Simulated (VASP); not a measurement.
# Na (Im-3m) in VASP: a series of runs

Runs on Na. Level: PBEsol. Tasks: single point.

Everything below comes from runs of VASP 6.6.1. Logs are shortened: lines on timing, memory, paths and dates and some standing lists are left out, and cuts for length are marked.

### Step 1. The cell of the first run

It takes space group Im-3m (No. 229, cubic). Conventional cell: a = 4.192 Å, b = 4.192 Å, c = 4.192 Å, α = 90.00°, β = 90.00°, γ = 90.00°. Na (site symmetry m-3m) has 14 Na at 3.63 to 4.19 Å within 4.8 Å.

### Step 2. Single point, PBEsol (volume scaled by 0.97)

File INCAR:

```
PREC = Accurate
ENCUT = 520
EDIFF = 1E-7
ISMEAR = -1
SIGMA = 0.05
LREAL = F
LASPH = T
NELM = 80
ALGO = Normal
ISIF = 2
LWAVE = F
LCHARG = F
GGA = PS
NBANDS = 10
```

File KPOINTS:

```
regular mesh
0
Gamma
  12 12 12
```

File POSCAR:

```
Na
1.0
   -2.0961096487      2.0961096487      2.0961096487
    2.0961096487     -2.0961096487      2.0961096487
    2.0961096487      2.0961096487     -2.0961096487
Na
1
Direct
    0.0000000000      0.0000000000      0.0000000000
```

Potentials or basis: VASP PAW PBE potentials, release 64 (Na_pv).

Run with:

```console
> cat potpaw_PBE.64/Na_pv/POTCAR > POTCAR
> mpirun -np 1 vasp_std > vasp.out
```

OUTCAR:

```text
PREC = Accurate
   ENCUT = 520
   EDIFF = 1E-7
   ISMEAR = -1
   LREAL = F
   LASPH = T
   NELM = 80
   ISIF = 2
   GGA = PS

 ion  position               nearest neighbor table
   1  0.000  0.000  0.000-

  LATTYP: Found a body centered cubic cell.
 ALAT       =     4.1922192974

  Lattice vectors:

 A1 = (  -2.0961096487,   2.0961096487,   2.0961096487)
 A2 = (   2.0961096487,  -2.0961096487,   2.0961096487)
 A3 = (   2.0961096487,   2.0961096487,  -2.0961096487)

Analysis of symmetry for initial positions (statically):
=====================================================================
 Subroutine PRICEL returns:
 Original cell was already a primitive cell.

 Routine SETGRP: Setting up the symmetry group for a
 body centered cubic supercell.

 Subroutine GETGRP returns: Found 48 space group operations
 (whereof 48 operations were pure point group operations)
 out of a pool of 48 trial point group operations.

The static configuration has the point symmetry O_h .

Analysis of symmetry for dynamics (positions and initial velocities):
=====================================================================
 Subroutine PRICEL returns:
 Original cell was already a primitive cell.

 Routine SETGRP: Setting up the symmetry group for a
 body centered cubic supercell.

 Subroutine GETGRP returns: Found 48 space group operations
 (whereof 48 operations were pure point group operations)
 out of a pool of 48 trial point group operations.

The dynamic configuration has the point symmetry O_h .

 Subroutine INISYM returns: Found 48 space group operations
 (whereof 48 operations are pure point group operations),
 and found     1 'primitive' translations

----------------------------------------------------------------------------------------

                                     Primitive cell

  volume of cell :      36.8385

  direct lattice vectors                    reciprocal lattice vectors
    -2.096109649  2.096109649  2.096109649     0.000000000  0.238537140  0.238537140
     2.096109649 -2.096109649  2.096109649     0.238537140  0.000000000  0.238537140
     2.096109649  2.096109649 -2.096109649     0.238537140  0.238537140  0.000000000

  length of vectors
     3.630568410  3.630568410  3.630568410     0.337342458  0.337342458  0.337342458

  position of ions in fractional coordinates (direct lattice)
     0.000000000  0.000000000  0.000000000

  ion indices of the primitive-cell ions
   primitive index   ion index
                 1           1

----------------------------------------------------------------------------------------

 KPOINTS: regular mesh

Automatic generation of k-mesh.
 Grid dimensions read from file:
 generate k-points for:   12   12   12

 Generating k-lattice:

  Cartesian coordinates                     Fractional coordinates (reciprocal lattice)
     0.000000000  0.019878095  0.019878095     0.083333333  0.000000000  0.000000000
     0.019878095  0.000000000  0.019878095     0.000000000  0.083333333  0.000000000
     0.019878095  0.019878095  0.000000000     0.000000000  0.000000000  0.083333333

  Length of vectors
     0.028111872  0.028111872  0.028111872

  Shift w.r.t. Gamma in fractional coordinates (k-lattice)
     0.000000000  0.000000000  0.000000000

 Subroutine IBZKPT returns following result:
 ===========================================

 Found     72 irreducible k-points:

 Following reciprocal coordinates:
            Coordinates               Weight
  0.000000  0.000000  0.000000      1.000000
  0.083333  0.000000  0.000000     12.000000
  0.166667  0.000000  0.000000     12.000000
  0.250000  0.000000  0.000000     12.000000
  0.333333  0.000000  0.000000     12.000000
  0.416667  0.000000  0.000000     12.000000
[... 16 lines left out ...]
  0.333333  0.083333  0.083333     24.000000
  0.416667  0.083333  0.083333     12.000000
 [... further k-points ...]
   k-points           NKPTS =     72   k-points in BZ     NKDIM =     72   number of bands    NBANDS=     10
   number of dos      NEDOS =    301   number of ions     NIONS =      1
   total plane-waves  NPLWV =  21952
   dimension x,y,z NGX =    28 NGY =   28 NGZ =   28
   dimension x,y,z NGXF=    56 NGYF=   56 NGZF=   56
   ions per type =               1
   NGX,Y,Z   is equivalent  to a cutoff of  12.82, 12.82, 12.82 a.u.
   NGXF,Y,Z  is equivalent  to a cutoff of  25.64, 25.64, 25.64 a.u.
 SYSTEM =  unknown system
   PREC   = accura    normal or accurate (medium, high low for compatibility)
   ISTART =      0    job   : 0-new  1-cont  2-samecut
   ICHARG =      2    charge: 1-file 2-atom 10-const
   ISPIN  =      1    spin polarized calculation?
   LNONCOLLINEAR =      F non collinear calculations
   LSORBIT =      F    spin-orbit coupling
   LASPH  =      T    aspherical Exc in radial PAW
   ENCUT  =  520.0 eV  38.22 Ry    6.18 a.u.   6.75  6.75  6.75*2*pi/ulx,y,z
   NELM   =     80;   NELMIN=  2; NELMDL= -5     # of ELM steps
   EDIFF  = 0.1E-06   stopping-criterion for ELM
   LREAL  =      F    real-space projection
   EDIFFG = 0.1E-05   stopping-criterion for IOM
   NSW    =      0    number of steps for IOM
   IBRION =     -1    ionic relax: 0-MD 1-quasi-New 2-CG
   NFREE  =      0    steps in history (QN), initial steepest desc. (CG)
   ISIF   =      2    stress and relaxation
   ISYM   =      2    0-nonsym 1-usesym 2-fastsym
   POTIM  = 0.5000    time-step for ionic-motion
   TEBEG  =    0.0;   TEEND  =   0.0 temperature during run
   PSTRESS=    0.0 pullay stress
   NELECT =       7.0000    total number of electrons
   NUPDOWN=      -1.0000    fix difference up-down
   EMIN   =  10.00;   EMAX   =-10.00  energy-range for DOS
   EFERMI =   0.00;   METHOD = LEGACY
   ISMEAR =    -1;   SIGMA  =   0.05  broadening in eV -4-tet -1-fermi 0-gaus
   EFERMI_NEDOS =   21; number of points for ismear=-14 and -15
   IALGO  =     38    algorithm
   IMIX   =      4    mixing-type and parameters
     AMIX     =   0.40;   BMIX     =  1.00
     AMIX_MAG =   1.60;   BMIX_MAG =  1.00
  volume/ion in A,a.u.               =      36.84       248.60
  Fermi-wavevector in a.u.,A,eV,Ry     =   0.941182  1.778576 12.052356  0.885823
  Thomas-Fermi vector in A             =   2.068667
   LORBIT       =      0    0 simple, 1 ext, 2 COOP (PROOUT), +10 PAW based schemes
   GGA     = PS    functional components
   LHFCALC =     F    Hartree Fock is set to
   AEXX    =    0.0000 exact exchange contribution
   IVDW    =     0    specifies the selected vdW correction
   LEPSILON=     F    determine dielectric tensor
   LRPA    =     F    only Hartree local field effects (RPA)
 non-spin polarized calculation
  energy-cutoff  :      520.00
  volume of cell :       36.84
 maximum number of plane-waves:      1006
   NGX = 13   NGY = 13   NGZ = 13

 number of electron       7.0000003 magnetization

 Free energy of the ion-electron system (eV)
  ---------------------------------------------------
  ext. energy  EPLUGINS =         0.00000000
  ---------------------------------------------------
  free energy    TOTEN  =        -1.39932619 eV

  energy without entropy =       -1.39397510  energy(sigma->0) =       -1.39665065

 E-fermi :   0.2864     XC(G=0):  -6.5177

 val. band max:        0.2500450548   @ k =  -0.3333   0.4167   0.1667
 cond. band min:       0.3618949411   @ k =   0.3333   0.1667   0.0000
 fundamental gap:      0.1118498863
 Fermi energy:         0.2863843724

 k-point     1 :       0.0000    0.0000    0.0000
  band No.  band energies     occupation
      1     -24.4568      2.00000
      2     -24.4568      2.00000
      3     -24.4567      2.00000
      4      -2.9675      2.00000
      5      12.0965      0.00000
      6      12.0965      0.00000
      7      12.0965      0.00000
      8      13.1047      0.00000
      9      13.1047      0.00000
     10      13.6494      0.00000

 k-point     2 :       0.0833    0.0000    0.0000
  band No.  band energies     occupation
      1     -24.4593      2.00000
      2     -24.4576      2.00000
      3     -24.4568      2.00000
      4      -2.8445      2.00000
      5      10.5905      0.00000
      6      11.3690      0.00000
      7      11.6509      0.00000
      8      12.2263      0.00000
      9      12.5392      0.00000
     10      14.0038      0.00000

 k-point     3 :       0.1667    0.0000    0.0000
  band No.  band energies     occupation
      1     -24.4661      2.00000
      2     -24.4599      2.00000
      3     -24.4567      2.00000
      4      -2.4776      2.00000
      5       8.4081      0.00000
      6      10.3936      0.00000
      7      10.9391      0.00000
      8      11.2930      0.00000
      9      12.1637      0.00000
     10      14.1949      0.00000

 k-point     4 :       0.2500    0.0000    0.0000
  band No.  band energies     occupation
      1     -24.4753      2.00000
      2     -24.4630      2.00000
      3     -24.4567      2.00000
      4      -1.8720      2.00000
      5       6.3589      0.00000
      6       9.5948      0.00000
      7      10.3284      0.00000
      8      10.5597      0.00000
      9      11.6518      0.00000
     10      14.7440      0.00000
[... 222 lines left out ...]
 k-point    22 :       0.2500    0.0833    0.0833
  band No.  band energies     occupation
      1     -24.4849      2.00000
      2     -24.4660      2.00000
      3     -24.4589      2.00000
      4      -0.7998      2.00000
      5       4.6798      0.00000
      6       7.0075      0.00000
      7       8.1449      0.00000
      8      12.4976      0.00000
      9      13.1850      0.00000
     10      15.5627      0.00000

 k-point    23 :       0.3333    0.0833    0.0833
  band No.  band energies     occupation
      1     -24.4894      2.00000
      2     -24.4693      2.00000
      3     -24.4590      2.00000
      4       0.2469      1.37587
      5       3.0329      0.00000
      6       6.6719      0.00000
      7       7.8073      0.00000
      8      12.1793      0.00000
      9      12.9700      0.00000
     10      16.2942      0.00000

 k-point    24 :       0.4167    0.0833    0.0833
  band No.  band energies     occupation
      1     -24.4910      2.00000
      2     -24.4706      2.00000
      3     -24.4590      2.00000
      4       1.2901      0.00000
      5       1.7886      0.00000
      6       6.5600      0.00000
      7       7.6948      0.00000
      8      12.0721      0.00000
      9      12.8899      0.00000
     10      16.7641      0.00000

 [... further k-points ...]
[... 5 lines left out ...]
  --------------------------------------------------------------------------------------
  -------------------------------------------------------------------------------------
  Total       -0.0247941     -0.0247941     -0.0247941      0.0000000     -0.0000000      0.0000000
  in kB       -1.0783433     -1.0783433     -1.0783433      0.0000000     -0.0000000      0.0000000
  external PRESSURE =      -1.0783433 kB  Pullay stress =       0.0000000 kB

 VOLUME and BASIS-vectors are now :
 -----------------------------------------------------------------------------
  energy-cutoff  :      520.00
  volume of cell :       36.84
      direct lattice vectors                 reciprocal lattice vectors
    -2.096109649  2.096109649  2.096109649     0.000000000  0.238537140  0.238537140
     2.096109649 -2.096109649  2.096109649     0.238537140  0.000000000  0.238537140
     2.096109649  2.096109649 -2.096109649     0.238537140  0.238537140  0.000000000

 POSITION                                       TOTAL-FORCE (eV/Angst)
 -----------------------------------------------------------------------------------
      0.00000      0.00000      0.00000        -0.000000      0.000000      0.000000
 -----------------------------------------------------------------------------------
    total drift:                               -0.000000     -0.000000      0.000000

  FREE ENERGIE OF THE ION-ELECTRON SYSTEM (eV)
  ---------------------------------------------------
  free  energy   TOTEN  =        -1.3993261872 eV

  energy  without entropy=       -1.3939751034  energy(sigma->0) =       -1.39665065
```

Wall time 18 s (1 thread of AMD EPYC 7R43 (Zen 3), shared host); peak memory 0.12 GiB.

What came out:

```
Free energy : -1.3993 eV
Pressure    : -0.1 GPa
```

Caveat: the PAW data sets were made with another functional, which shifts forces and pressure a little.

### Step 3. Single point, PBEsol (volume scaled by 0.96)

File INCAR:

```
  PREC = Accurate
  ENCUT = 520
  EDIFF = 1E-6
  ISMEAR = -1
  SIGMA = 0.05
  LREAL = F
  LASPH = T
  NELM = 100
  ALGO = Normal
  ISIF = 2
  LWAVE = F
  LCHARG = T
  GGA = PS
  LELF = T
  LVHAR = T
  NBANDS = 10
```

File KPOINTS:

```
Automatic mesh
0
Gamma
  12 12 12
```

File POSCAR:

```
Na
1.0
   -2.0888816270      2.0888816270      2.0888816270
    2.0888816270     -2.0888816270      2.0888816270
    2.0888816270      2.0888816270     -2.0888816270
Na
1
Direct
    0.0000000000      0.0000000000      0.0000000000
```

Potentials or basis: VASP PAW PBE potentials, release 64 (Na_pv).

Run with:

```console
> cat potpaw_PBE.64/Na_pv/POTCAR > POTCAR
> mpirun -np 1 vasp_std > vasp.out
```

It took 17 s on 1 thread of AMD EPYC 7R43 (Zen 3), shared host; peak memory 0.12 GiB.

It converged, with:

- Free energy: -1.3995 eV
- Pressure: 0.0 GPa

Levels at points of the mesh, in eV from the Fermi level:
```
           k point  band 1  band 2  band 3  band 4  band 5  band 6  band 7  band 8
(0.00, 0.00, 0.00)  -24.73  -24.73  -24.73   -3.28   11.88   11.88   11.88   12.89
(0.50, 0.00, 0.00)  -24.77  -24.75  -24.73    0.79    1.28    8.31    9.31    9.39
(0.50, 0.50, 0.50)  -24.76  -24.76  -24.76    4.58    4.58    4.98    4.98    4.98
```

Caveat: the PAW data sets were made with another functional, which shifts forces and pressure a little.

[end of part 1 of 2]
